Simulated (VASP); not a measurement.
A run of VASP 6.6.1 is set up as follows.

Contents of INCAR:

```
PREC = Accurate ; ENCUT = 520
EDIFF = 1E-8 ; ISMEAR = 0
SIGMA = 0.01 ; LREAL = F
LASPH = T ; NELM = 100
ALGO = Normal ; ISIF = 2
LWAVE = F ; LCHARG = F
GGA = PS ; IBRION = 8
NSW = 1 ; LEPSILON = T
```

The input KPOINTS:

```
Automatic mesh
0
Gamma
  10 10 10
```

POSCAR

```
BAs
1.0
    0.0000000000      2.3528053350      2.3528053350
    2.3528053350      0.0000000000      2.3528053350
    2.3528053350      2.3528053350      0.0000000000
B As
1 1
Direct
    0.0000000000      0.0000000000      0.0000000000
    0.7500000000      0.7500000000      0.7500000000
```

Potentials or basis: VASP PAW PBE potentials, release 64 (B, As).

The run is started by

```console
$ cat potpaw_PBE.64/B/POTCAR potpaw_PBE.64/As/POTCAR > POTCAR
$ mpirun -np 1 vasp_std > vasp.out
```

(1) Predict the electronic dielectric tensor (diagonal).

(2) Estimate the Born charges (mean of the diagonal).

(3) Predict the highest phonon frequency at Γ, LO-TO splitting left out.

Results:

(1) 9.82.

(2) B -0.64; As +0.64 e.

(3) 724 cm⁻¹.

Caveat: the cell wasn't relaxed at this level first, which shifts response properties.
